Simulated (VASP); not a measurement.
# ZnO: single point with r2SCAN

Crystal: ZnO.

```
Zn O
1.0
     0.00000    2.13376    2.13376
     2.13376    0.00000    2.13376
     2.13376    2.13376    0.00000
Zn O
1 1
Direct
  0.00000 0.00000 0.00000
  0.50000 0.50000 0.50000
```

```yaml
Program: VASP 6.6.1
Task: single point
Functional: r2SCAN
Potentials_or_basis: VASP PAW PBE potentials, release 64 (Zn, O)
Cutoff: 520 eV
k_mesh: 12 × 12 × 12
Occupations: gaussian, width 0.02 eV
Spin: no spin polarisation
```

- Pressure: 1.5 GPa
- Band gap on the k mesh: 1.55 eV, indirect (least direct gap 2.98 eV)

Levels at points of the mesh, in eV from the valence-band top:
| k point | band 6 | band 7 | band 8 | band 9 | band 10 | band 11 | band 12 | band 13 |
| --- | --- | --- | --- | --- | --- | --- | --- | --- |
| (0.00, 0.00, 0.00) | -4.73 | -1.44 | -1.44 | -1.44 | 1.55 | 18.83 | 18.83 | 18.83 |
| (0.50, 0.00, 0.00) | -4.50 | -3.64 | 0.00 | 0.00 | 6.19 | 10.06 | 13.79 | 13.79 |
| (0.50, 0.50, 0.00) | -4.38 | -4.09 | -2.90 | -2.90 | 5.03 | 11.70 | 11.95 | 16.65 |

It took 51 s on 1 thread of Intel(R) Xeon(R) Platinum 8488C (Sapphire Rapids) (shared host), peak memory 0.15 GiB.

Caveat: the PAW data sets were made with another functional, which shifts forces and pressure a little. r2SCAN opens gaps a little over a GGA but as a rule still falls short of measured ones.
